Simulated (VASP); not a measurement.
# AlCo (Pm-3m) in VASP: further runs

AlCo is run at these levels: PBE; tasks: relaxation of cell and atoms.

All numbers are computed with VASP 6.6.1; they aren't measurements. Logs are shortened: lines on timing, memory, paths and dates and some standing lists are left out, and cuts for length are marked.

### Step 1. The cell of the first run

Symmetry: Pm-3m, No. 221, cubic system. The conventional cell has a = 2.870 Å, b = 2.870 Å, c = 2.870 Å, α = 90.00°, β = 90.00°, γ = 90.00°. Within 3.3 Å of Al (site symmetry m-3m) lie 8 Co at 2.49 Å and 6 Al at 2.87 Å. Within 3.3 Å of Co (site symmetry m-3m) lie 8 Al at 2.49 Å and 6 Co at 2.87 Å.

### Step 2. Relaxation of cell and atoms, PBE, target pressure -2 GPa, at which the enthalpy is minimised

File INCAR:

```
  ALGO = Fast
  EDIFF = 1E-6
  EDIFFG = -0.008
  ENCUT = 600
  GGA = PE
  IBRION = 2
  ISIF = 3
  ISMEAR = 0
  LASPH = True
  LCHARG = False
  LREAL = False
  LWAVE = False
  NELM = 60
  NSW = 70
  PREC = Accurate
  PSTRESS = -20.0
  SIGMA = 0.1
```

File KPOINTS:

```
k-points
0
Gamma
  14 14 14
```

File POSCAR:

```
AlCo
1.0
    2.8702497653      0.0000000000      0.0000000000
    0.0000000000      2.8702497653      0.0000000000
    0.0000000000      0.0000000000      2.8702497653
Al Co
1 1
Direct
    0.0000000000      0.0000000000      0.0000000000
    0.5000000000      0.5000000000      0.5000000000
```

Potentials or basis: VASP PAW PBE potentials, release 64 (Al, Co).

On the command line:

```bash
$ cat potpaw_PBE.64/Al/POTCAR potpaw_PBE.64/Co/POTCAR > POTCAR
$ mpirun -np 1 vasp_std > vasp.out
```

OUTCAR:

```text
EDIFF = 1E-6
   EDIFFG = -0.008
   ENCUT = 600
   GGA = PE
   IBRION = 2
   ISIF = 3
   ISMEAR = 0
   LASPH = True
   LREAL = False
   NELM = 60
   NSW = 70
   PREC = Accurate
   PSTRESS = -20.0

 ion  position               nearest neighbor table
   1  0.000  0.000  0.000-   2 2.49   2 2.49   2 2.49   2 2.49   2 2.49   2 2.49   2 2.49   2 2.49

   2  0.500  0.500  0.500-   1 2.49   1 2.49   1 2.49   1 2.49   1 2.49   1 2.49   1 2.49   1 2.49

  LATTYP: Found a simple cubic cell.
 ALAT       =     2.8702497653

  Lattice vectors:

 A1 = (   2.8702497653,   0.0000000000,   0.0000000000)
 A2 = (   0.0000000000,   2.8702497653,   0.0000000000)
 A3 = (   0.0000000000,   0.0000000000,   2.8702497653)

Analysis of symmetry for initial positions (statically):
=====================================================================
 Subroutine PRICEL returns:
 Original cell was already a primitive cell.

 Routine SETGRP: Setting up the symmetry group for a
 simple cubic supercell.

 Subroutine GETGRP returns: Found 48 space group operations
 (whereof 48 operations were pure point group operations)
 out of a pool of 48 trial point group operations.

The static configuration has the point symmetry O_h .

Analysis of symmetry for dynamics (positions and initial velocities):
=====================================================================
 Subroutine PRICEL returns:
 Original cell was already a primitive cell.

 Routine SETGRP: Setting up the symmetry group for a
 simple cubic supercell.

 Subroutine GETGRP returns: Found 48 space group operations
 (whereof 48 operations were pure point group operations)
 out of a pool of 48 trial point group operations.

The dynamic configuration has the point symmetry O_h .

 Subroutine INISYM returns: Found 48 space group operations
 (whereof 48 operations are pure point group operations),
 and found     1 'primitive' translations

----------------------------------------------------------------------------------------

                                     Primitive cell

  volume of cell :      23.6461

  direct lattice vectors                    reciprocal lattice vectors
     2.870249765  0.000000000  0.000000000     0.348401736  0.000000000  0.000000000
     0.000000000  2.870249765  0.000000000     0.000000000  0.348401736  0.000000000
     0.000000000  0.000000000  2.870249765     0.000000000  0.000000000  0.348401736

  length of vectors
     2.870249765  2.870249765  2.870249765     0.348401736  0.348401736  0.348401736

  position of ions in fractional coordinates (direct lattice)
     0.000000000  0.000000000  0.000000000
     0.500000000  0.500000000  0.500000000

  ion indices of the primitive-cell ions
   primitive index   ion index
                 1           1
                 2           2

----------------------------------------------------------------------------------------

 KPOINTS: k-points

Automatic generation of k-mesh.
 Grid dimensions read from file:
 generate k-points for:   14   14   14

 Generating k-lattice:

  Cartesian coordinates                     Fractional coordinates (reciprocal lattice)
     0.024885838  0.000000000  0.000000000     0.071428571  0.000000000  0.000000000
     0.000000000  0.024885838  0.000000000     0.000000000  0.071428571  0.000000000
     0.000000000  0.000000000  0.024885838     0.000000000  0.000000000  0.071428571

  Length of vectors
     0.024885838  0.024885838  0.024885838

  Shift w.r.t. Gamma in fractional coordinates (k-lattice)
     0.000000000  0.000000000  0.000000000

 Subroutine IBZKPT returns following result:
 ===========================================

 Found    120 irreducible k-points:

 Following reciprocal coordinates:
            Coordinates               Weight
  0.000000  0.000000  0.000000      1.000000
  0.071429  0.000000  0.000000      6.000000
  0.142857  0.000000  0.000000      6.000000
  0.214286  0.000000  0.000000      6.000000
  0.285714  0.000000  0.000000      6.000000
  0.357143  0.000000  0.000000      6.000000
[... 16 lines left out ...]
  0.285714  0.214286  0.000000     24.000000
  0.357143  0.214286  0.000000     24.000000
 [... further k-points ...]
   k-points           NKPTS =    120   k-points in BZ     NKDIM =    120   number of bands    NBANDS=     10
   number of dos      NEDOS =    301   number of ions     NIONS =      2
   total plane-waves  NPLWV =  13824
   dimension x,y,z NGX =    24 NGY =   24 NGZ =   24
   dimension x,y,z NGXF=    48 NGYF=   48 NGZF=   48
   ions per type =               1   1
   NGX,Y,Z   is equivalent  to a cutoff of  13.90, 13.90, 13.90 a.u.
   NGXF,Y,Z  is equivalent  to a cutoff of  27.80, 27.80, 27.80 a.u.
 SYSTEM =  unknown system
   PREC   = accura    normal or accurate (medium, high low for compatibility)
   ISTART =      0    job   : 0-new  1-cont  2-samecut
   ICHARG =      2    charge: 1-file 2-atom 10-const
   ISPIN  =      1    spin polarized calculation?
   LNONCOLLINEAR =      F non collinear calculations
   LSORBIT =      F    spin-orbit coupling
   LASPH  =      T    aspherical Exc in radial PAW
   ENCUT  =  600.0 eV  44.10 Ry    6.64 a.u.   5.73  5.73  5.73*2*pi/ulx,y,z
   NELM   =     60;   NELMIN=  2; NELMDL= -5     # of ELM steps
   EDIFF  = 0.1E-05   stopping-criterion for ELM
   LREAL  =      F    real-space projection
   EDIFFG = -.8E-02   stopping-criterion for IOM
   NSW    =     70    number of steps for IOM
   IBRION =      2    ionic relax: 0-MD 1-quasi-New 2-CG
   NFREE  =      1    steps in history (QN), initial steepest desc. (CG)
   ISIF   =      3    stress and relaxation
   ISYM   =      2    0-nonsym 1-usesym 2-fastsym
   POTIM  = 0.5000    time-step for ionic-motion
   TEBEG  =    0.0;   TEEND  =   0.0 temperature during run
   PSTRESS=  -20.0 pullay stress
   NELECT =      12.0000    total number of electrons
   NUPDOWN=      -1.0000    fix difference up-down
   EMIN   =  10.00;   EMAX   =-10.00  energy-range for DOS
   EFERMI =   0.00;   METHOD = LEGACY
   ISMEAR =     0;   SIGMA  =   0.10  broadening in eV -4-tet -1-fermi 0-gaus
   EFERMI_NEDOS =   21; number of points for ismear=-14 and -15
   IALGO  =     68    algorithm
   IMIX   =      4    mixing-type and parameters
     AMIX     =   0.40;   BMIX     =  1.00
     AMIX_MAG =   1.60;   BMIX_MAG =  1.00
  volume/ion in A,a.u.               =      11.82        79.79
  Fermi-wavevector in a.u.,A,eV,Ry     =   1.305817  2.467636 23.200073  1.705157
  Thomas-Fermi vector in A             =   2.436660
   LORBIT       =      0    0 simple, 1 ext, 2 COOP (PROOUT), +10 PAW based schemes
   GGA     = PE    functional components
   LHFCALC =     F    Hartree Fock is set to
   AEXX    =    0.0000 exact exchange contribution
   IVDW    =     0    specifies the selected vdW correction
   LEPSILON=     F    determine dielectric tensor
   LRPA    =     F    only Hartree local field effects (RPA)
 conjugate gradient relaxation of ions
 non-spin polarized calculation
 RMM-DIIS sequential band-by-band and
 Gauss-broadening in eV      SIGMA  =   0.10
  energy-cutoff  :      600.00
  volume of cell :       23.65
 maximum number of plane-waves:       840
 NGX is ok and might be reduce to    24
   NGX = 11   NGY = 11   NGZ = 11

--------------------------------------- Ionic step        1  -------------------------------------------

 number of electron      11.9999999 magnetization

 Free energy of the ion-electron system (eV)
  ---------------------------------------------------
  ext. energy  EPLUGINS =         0.00000000
  ---------------------------------------------------
  free energy    TOTEN  =       -11.98605729 eV

  energy without entropy =      -11.98237717  energy(sigma->0) =      -11.98421723

------------------------ aborting loop because EDIFF is reached ----------------------------------------

  FORCE on cell =-STRESS in cart. coord.  units (eV):
  Direction    XX          YY          ZZ          XY          YZ          ZX
  --------------------------------------------------------------------------------------
  -------------------------------------------------------------------------------------
  Total       -0.5240190     -0.5240190     -0.5240190      0.0000000     -0.0000000      0.0000000
  in kB      -35.5057402    -35.5057402    -35.5057402      0.0000000     -0.0000000      0.0000000
  external PRESSURE =     -15.5057402 kB  Pullay stress =     -20.0000000 kB

 VOLUME and BASIS-vectors are now :
 -----------------------------------------------------------------------------
  energy-cutoff  :      600.00
  volume of cell :       23.65
      direct lattice vectors                 reciprocal lattice vectors
     2.870249765  0.000000000  0.000000000     0.348401736  0.000000000  0.000000000
     0.000000000  2.870249765  0.000000000     0.000000000  0.348401736  0.000000000
     0.000000000  0.000000000  2.870249765     0.000000000  0.000000000  0.348401736
[... 122 lines left out ...]
  FREE ENERGIE OF THE ION-ELECTRON SYSTEM (eV)
  ---------------------------------------------------
  free  energy   TOTEN  =       -11.9896830814 eV

  energy  without entropy=      -11.9860689797  energy(sigma->0) =      -11.98787603

  enthalpy is  TOTEN    =       -12.2821189540 eV   P V=       -0.2924358726

--------------------------------------- Ionic step        5  -------------------------------------------

 number of electron      11.9999998 magnetization

 Free energy of the ion-electron system (eV)
  ---------------------------------------------------
  ext. energy  EPLUGINS =         0.00000000
  ---------------------------------------------------
  free energy    TOTEN  =       -11.98945051 eV

  energy without entropy =      -11.98583010  energy(sigma->0) =      -11.98764031

 E-fermi :  10.4147     XC(G=0): -12.2033

 val. band max:       10.4092037226   @ k =   0.5000   0.3571   0.0714
 cond. band min:      10.4812159832   @ k =   0.5000   0.2857   0.0000
 fundamental gap:      0.0720122606
 Fermi energy:        10.4146785718

 k-point     1 :       0.0000    0.0000    0.0000
  band No.  band energies     occupation
      1      -0.5837      2.00000
      2       7.5022      2.00000
      3       7.5022      2.00000
      4       9.5762      2.00000
      5       9.5762      2.00000
      6       9.5762      2.00000
      7      16.3057      0.00000
      8      16.3057      0.00000
      9      16.3057      0.00000
     10      19.0862      0.00000

 k-point     2 :       0.0714    0.0000    0.0000
  band No.  band energies     occupation
      1      -0.4879      2.00000
      2       7.4923      2.00000
      3       7.5285      2.00000
      4       9.5249      2.00000
      5       9.5249      2.00000
      6       9.5815      2.00000
      7      15.3915      0.00000
      8      16.4397      0.00000
      9      16.4397      0.00000
     10      19.0751      0.00000
[... 274 lines left out ...]
 k-point    24 :       0.3571    0.2143    0.0000
  band No.  band energies     occupation
      1       2.4877      2.00000
      2       6.3947      2.00000
      3       7.9344      2.00000
      4       8.5954      2.00000
      5       8.9292      2.00000
      6       9.3410      2.00000
      7      11.0484      0.00000
      8      14.8111      0.00000
      9      18.7415      0.00000
     10      20.1118      0.00000

 [... further k-points ...]
[... 5 lines left out ...]
  --------------------------------------------------------------------------------------
  -------------------------------------------------------------------------------------
  Total       -0.2867268     -0.2867268     -0.2867268     -0.0000000      0.0000000      0.0000000
  in kB      -19.5934297    -19.5934297    -19.5934297     -0.0000000      0.0000000      0.0000000
  external PRESSURE =       0.4065703 kB  Pullay stress =     -20.0000000 kB

 VOLUME and BASIS-vectors are now :
 -----------------------------------------------------------------------------
  energy-cutoff  :      600.00
  volume of cell :       23.45
      direct lattice vectors                 reciprocal lattice vectors
     2.862130592  0.000000000  0.000000000     0.349390067 -0.000000000  0.000000000
     0.000000000  2.862130592  0.000000000    -0.000000000  0.349390067  0.000000000
    -0.000000000 -0.000000000  2.862130592    -0.000000000 -0.000000000  0.349390067

 POSITION                                       TOTAL-FORCE (eV/Angst)
 -----------------------------------------------------------------------------------
      0.00000      0.00000      0.00000         0.000000     -0.000000      0.000000
      1.43107      1.43107      1.43107        -0.000000      0.000000      0.000000
 -----------------------------------------------------------------------------------
    total drift:                                0.000000      0.000000     -0.000000

  FREE ENERGIE OF THE ION-ELECTRON SYSTEM (eV)
  ---------------------------------------------------
  free  energy   TOTEN  =       -11.9894505129 eV

  energy  without entropy=      -11.9858301007  energy(sigma->0) =      -11.98764031

  enthalpy is  TOTEN    =       -12.2821269437 eV   P V=       -0.2926764309

 reached required accuracy - stopping structural energy minimisation
```

Run time: 2.6 min. Hardware: 1 thread of AMD EPYC 7R43 (Zen 3), shared host; peak memory 0.14 GiB.

What came out:

```
Free energy                                            : -11.9895 eV
Relaxed volume                                         : 11.72 Å³/atom
Relaxed cell                                           : a = 2.862 Å, b = 2.862 Å, c = 2.862 Å, α = 90.00°, β = 90.00°, γ = 90.00°
Space group after relaxing (to 0.05 Å)                 : Pm-3m (No. 221)
Energy change on relaxing (the enthalpy is what falls) : -1.7 meV/atom
Ionic steps                                            : 5
Pressure after relaxing                                : -2.0 GPa
Band gap on the k mesh                                 : zero (band 6 reaches 12.79 eV, above the bottom of band 7 at 10.17 eV)
```

The path:
| step | energy change (eV) | largest force (eV/Å) | pressure (GPa) | volume (Å³) |
| --- | --- | --- | --- | --- |
| 1 | 0.0000 | 0.0000 | -3.55 | 23.65 |
| 2 | -0.0049 | 0.0000 | -0.83 | 23.26 |
| 3 | -0.0032 | 0.0000 | -2.22 | 23.46 |
| 4 | -0.0036 | 0.0000 | -1.68 | 23.43 |
| 5 | -0.0034 | 0.0000 | -1.96 | 23.45 |

Final structure:
```xyz
2
Lattice="2.8621 0.0000 0.0000 0.0000 2.8621 0.0000 0.0000 0.0000 2.8621" Properties=species:S:1:pos:R:3 pbc="T T T"
Al    0.0000    0.0000    0.0000
Co    1.4311    1.4311    1.4311
```

Levels at points of the mesh, in eV from the Fermi level:
```
           k point  band 2  band 3  band 4  band 5  band 6  band 7  band 8  band 9  band 10
(0.00, 0.00, 0.00)   -2.91   -2.91   -0.84   -0.84   -0.84    5.89    5.89    5.89     8.67
(0.50, 0.00, 0.00)   -6.57   -2.34   -1.70   -1.70   -0.73    0.16    8.37   10.53    10.53
(0.50, 0.50, 0.00)   -3.02   -2.66   -2.66   -1.49   -1.49   -0.25    2.38    3.36    12.59
(0.50, 0.50, 0.50)   -3.89   -3.89   -0.21   -0.21    2.38    2.38    2.38    3.98     5.24
```

Caveat: the cell is relaxed towards a set pressure, so the enthalpy falls and the energy may rise. Spin polarisation is off, so any magnetic state and its effect on volume and gap are missing.

(Continued in part 2 of 2.)
